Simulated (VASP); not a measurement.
Wanted: the native input for a VASP 6.6.1 run.

```
Task                   : single point
Functional             : PBE
Potentials or basis    : VASP PAW PBE potentials, release 64 (Ga_d, N)
Cutoff                 : 520 eV
k mesh                 : 14 × 14 × 14
Occupations            : fermi-dirac, width 0.08 eV
Spin                   : no spin polarisation
Dipole correction      : no
Further INCAR settings : ALGO = Normal; EDIFF = 1e-07; NBANDS = 16
```

The structure of GaN (CsCl type) lies in POSCAR:

```
GaN
1.0
    2.3640202883      0.0000000000      0.0000000000
    0.0000000000      2.3640202883      0.0000000000
    0.0000000000      0.0000000000      2.3640202883
Ga N
1 1
Direct
    0.0000000000      0.0000000000      0.0000000000
    0.5000000000      0.5000000000      0.5000000000
```

This cell differs from its parent crystal: volume scaled by 0.64.

The input as run:

INCAR

```
SYSTEM = GaN
  PREC = Accurate
  ENCUT = 520
  EDIFF = 1E-7
  ISMEAR = -1
  SIGMA = 0.08
  LREAL = .FALSE.
  LASPH = .TRUE.
  NELM = 80
  ALGO = Normal
  ISIF = 2
  LWAVE = .FALSE.
  LCHARG = .FALSE.
  GGA = PE
  NBANDS = 16
```

KPOINTS

```
regular mesh
0
G
  14 14 14
  0 0 0
```

Potentials or basis: VASP PAW PBE potentials, release 64 (Ga_d, N).

The run is started by

```sh
$ cat potpaw_PBE.64/Ga_d/POTCAR potpaw_PBE.64/N/POTCAR > POTCAR
$ mpirun -np 1 vasp_std > vasp.out
```

Results of the run:

The pressure is 185.8 GPa and the band gap on the k mesh is zero (band 9 reaches 14.94 eV, above the bottom of band 10 at 13.18 eV).

It took 24 s on 1 thread of Intel(R) Xeon(R) Platinum 8259CL CPU @ 2.50GHz (Skylake/Cascade Lake), with other jobs on the host, peak memory 0.14 GiB.
